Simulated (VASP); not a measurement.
Wanted: the native input for a VASP 6.6.1 run.

| Property | Result |
| --- | --- |
| Task | single point |
| Functional | PBEsol |
| Potentials or basis | VASP PAW PBE potentials, release 64 (C) |
| Cutoff | 520 eV |
| k mesh | 18 × 18 × 18 |
| Occupations | fermi-dirac, width 0.05 eV |
| Spin | no spin polarisation |
| Dipole correction | no |
| Further INCAR settings | ALGO = Normal; EDIFF = 1e-07; NBANDS = 11 |

The structure of C lies in POSCAR:

```
C
1.0
    0.0000000000      2.1057300000      3.3480000000
    1.2157200000      0.0000000000      3.3480000000
    1.2157200000      2.1057300000      0.0000000000
C
2
Direct
    0.1666700000      0.8333300000      0.1666700000
    0.8333300000      0.1666700000      0.8333300000
```

This cell differs from its parent crystal: equal xx and yy strain of -1 %.

The input as run:

INCAR

```
SYSTEM = C
PREC = Accurate
ENCUT = 520
EDIFF = 1E-7
ISMEAR = -1
SIGMA = 0.05
LREAL = .False.
LASPH = .True.
NELM = 60
ALGO = Normal
ISIF = 2
LWAVE = .False.
LCHARG = .False.
GGA = PS
NBANDS = 11
```

KPOINTS

```
Automatic mesh
0
Gamma
  18 18 18
  0 0 0
```

Potentials or basis: VASP PAW PBE potentials, release 64 (C).

Run with:

```sh
$ cat potpaw_PBE.64/C/POTCAR > POTCAR
$ mpirun -np 1 vasp_std > vasp.out
```

It gave:

```
Pressure               : 11.1 GPa
Largest force          : 0.004 eV/Å
Band gap on the k mesh : 0.08 eV, indirect (least direct gap 0.15 eV)
```

Caveat: the cell differs from its parent crystal (equal xx and yy strain of -1 %); the PAW data sets were made with another functional, which shifts forces and pressure a little.

It took 3.4 min on 1 thread of Intel Xeon 6975P-C, with other jobs on the host, peak memory 0.24 GiB.
